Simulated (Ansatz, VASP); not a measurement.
## LiCl in VASP and in Ansatz

INCAR

```
ALGO = Normal
EDIFF = 1E-7
EDIFFG = -0.01
ENCUT = 600
GGA = PS
IBRION = 2
ISIF = 3
ISMEAR = 0
LASPH = T
LCHARG = F
LREAL = F
LWAVE = F
NELM = 60
NSW = 65
PREC = Accurate
SIGMA = 0.02
```

The input KPOINTS:

```
k-points
0
Gamma
  9 9 2
```

POSCAR

```
LiCl
1.0
    3.8814384449      0.0000000000      0.0000000000
   -1.9407192225      3.3614242965      0.0000000000
    0.0000000000      0.0000000000     12.3568594118
Li Cl
4 4
Direct
    0.0000000000      0.0000000000      0.0000000000
    0.3333333333      0.6666666667      0.2500000000
    0.6666666667      0.3333333333      0.5000000000
    0.3333333333      0.6666666667      0.7500000000
    0.0000000000      0.0000000000      0.1875000000
    0.3333333333      0.6666666667      0.4375000000
    0.6666666667      0.3333333333      0.6875000000
    0.3333333333      0.6666666667      0.9375000000
```

Input for Ansatz:

```yaml
crystal:
  lattice:
    - [3.8814384449, 0.0, 0.0]
    - [-1.9407192225, 3.3614242965, 0.0]
    - [0.0, 0.0, 12.3568594118]
  atoms:
    - { symbol: Li, position: [0.0, 0.0, 0.0] }
    - { symbol: Cl, position: [0.0, 0.0, 0.1875] }
    - { symbol: Li, position: [0.3333333333, 0.6666666667, 0.25] }
    - { symbol: Cl, position: [0.3333333333, 0.6666666667, 0.4375] }
    - { symbol: Li, position: [0.6666666667, 0.3333333333, 0.5] }
    - { symbol: Cl, position: [0.6666666667, 0.3333333333, 0.6875] }
    - { symbol: Li, position: [0.3333333333, 0.6666666667, 0.75] }
    - { symbol: Cl, position: [0.3333333333, 0.6666666667, 0.9375] }
basis:
  ecutwfc: 420
kpoints:
  mp_grid: { grid: [9, 9, 2] }
hamiltonian:
  xc: pbesol
scf:
  occupations: { method: gaussian, width: 0.02 }
output:
  forces: true
  stress: true
  eigenvalues: true
  populations: true
relax:
  adjacent_minimum: "off"
  f_tol: 0.01
  max_steps: 45
  cell: { stress_tol: 0.05 }
```

Alike in both runs: task relaxation of cell and atoms; functional PBEsol; k mesh 9 × 9 × 2; occupations gaussian, width 0.02 eV; no spin polarisation.

|  | VASP | Ansatz |
| --- | --- | --- |
| version | VASP 6.6.1 | Ansatz 0.2.0 |
| potentials or method | VASP PAW PBE potentials, release 64 (Li_sv, Cl), cutoff 600 eV | scalar-relativistic, plane waves, PAW |
| valence electrons in the cell | 40 | 40 |

|  | VASP | Ansatz | Ansatz less VASP |
| --- | --- | --- | --- |
| gap on the k mesh at the Fermi level, each at its own relaxed structure (eV) | 5.87 | 5.86 | -0.009 |
| relaxed volume (Å³/atom) | 20.14 | 20.15 | +0.015 |
| relaxed cell length with the largest relative difference (Å) | 3.862 | 3.865 | +0.0027 |

VASP's potentials were made for PBE, not for PBEsol.

Noted on VASP's run: the cutoff is short for stress, so the pressure is rough.
